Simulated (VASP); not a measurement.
Write the native input for VASP 6.6.1 that does the following.

```yaml
Task: relaxation of cell and atoms
Functional: PBE
Potentials_or_basis: VASP PAW PBE potentials, release 64 (Sr_sv, Cl)
Cutoff: 600 eV
k_mesh: 14 × 14 × 14
Occupations: gaussian, width 0.1 eV
Spin: no spin polarisation
Dipole_correction: no
Further_INCAR_settings: ALGO = Normal; EDIFF = 1e-07; IBRION = 2; EDIFFG = -0.01; NSW = 100; ISIF = 3
```

The structure of SrCl lies in POSCAR:

```
SrCl
1.0
    0.0000000000      3.4398415208      3.4398415208
    3.4398415208      0.0000000000      3.4398415208
    3.4398415208      3.4398415208      0.0000000000
Sr Cl
1 1
Direct
    0.0000000000      0.0000000000      0.0000000000
    0.7500000000      0.7500000000      0.7500000000
```

The cell was built from a structure type or drawn by symmetry, and may not be a known phase.

One way to write it, as run:

INCAR

```
PREC = Accurate ; ENCUT = 600
EDIFF = 1E-7 ; ISMEAR = 0
SIGMA = 0.1 ; LREAL = F
LASPH = T ; NELM = 100
ALGO = Normal ; ISIF = 3
LWAVE = F ; LCHARG = F
GGA = PE ; IBRION = 2
NSW = 100 ; EDIFFG = -0.01
```

KPOINTS

```
Automatic mesh
0
Gamma
  14 14 14
```

Potentials or basis: VASP PAW PBE potentials, release 64 (Sr_sv, Cl).

Run with:

```bash
$ cat potpaw_PBE.64/Sr_sv/POTCAR potpaw_PBE.64/Cl/POTCAR > POTCAR
$ mpirun -np 1 vasp_std > vasp.out
```

It gave:

```yaml
Pressure_after_relaxing: 0.0 GPa
Band_gap_on_the_k_mesh: zero (an odd number of electrons rules out a gap without spin polarisation)
```

Caveat: the relaxation stopped at its first step, so nothing moved; an odd number of electrons without spin polarisation forces a metal; a magnetic or distorted state may lie lower.

Run time: 3.8 min on 1 thread of AMD EPYC 7R13, with other jobs on the host, peak memory 0.3 GiB.
